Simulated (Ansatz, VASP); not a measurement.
**Two plane-wave programs on KI**

```
CELL_PARAMETERS angstrom
0.00000 3.66553 3.24259
3.66553 0.00000 3.24259
3.66553 3.66553 0.00000
ATOMIC_POSITIONS crystal
K 0.00000 0.00000 0.00000
I 0.50000 0.50000 0.50000
```

Change from the starting cell: strain +0.040 along x and y, -0.080 along z, atoms carried along.

Alike in both runs: task single point; functional PBEsol; k mesh 6 × 6 × 6; occupations gaussian, width 0.05 eV; no spin polarisation.

```csv
,VASP,Ansatz
version,VASP 6.6.1,Ansatz 0.2.0
potentials or method,"VASP PAW PBE potentials, release 64 (K_sv, I), cutoff 520 eV","scalar-relativistic, plane waves, PAW"
valence electrons in the cell,16,26
```

```tsv
	VASP	Ansatz	Ansatz less VASP
gap on the k mesh at the Fermi level (eV)	3.77	3.78	+0.006
least direct gap on the mesh (eV)	3.77	3.78	+0.006
pressure (GPa)	0.5	0.5	-0.05
traceless stress, the component that is largest in VASP (GPa)	2.76	2.72	-0.043
```

VASP's potentials were made for PBE, not for PBEsol. VASP's potentials hold 16 valence electrons a cell and Ansatz's 26, so a difference there can come from the potentials and not from the codes.

Neither program's run includes spin-orbit coupling.
